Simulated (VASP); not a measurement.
Input of a VASP 6.6.1 run:

File INCAR:

```
PREC = Accurate
ENCUT = 600
EDIFF = 1E-6
ISMEAR = 0
SIGMA = 0.1
LREAL = F
LASPH = T
NELM = 60
ALGO = Normal
ISIF = 3
LWAVE = F
LCHARG = F
GGA = PE
IBRION = 2
NSW = 90
EDIFFG = -0.02
```

Contents of KPOINTS:

```
regular mesh
0
Gamma
  16 16 16
```

File POSCAR:

```
Zn
1.0
    0.0000000000      1.9647760000      1.9647760000
    1.9647760000      0.0000000000      1.9647760000
    1.9647760000      1.9647760000      0.0000000000
Zn
1
Direct
    0.0000000000      0.0000000000      0.0000000000
```

Potentials or basis: VASP PAW PBE potentials, release 64 (Zn).

Launch:

```bash
$ cat potpaw_PBE.64/Zn/POTCAR > POTCAR
$ mpirun -np 1 vasp_std > vasp.out
```

(1) What does it give for the band gap on the k mesh?

Results:

(1) zero (band 6 reaches 5.33 eV, above the bottom of band 7 at 1.70 eV).

Caveat: the relaxation stopped at its first step, so nothing moved.
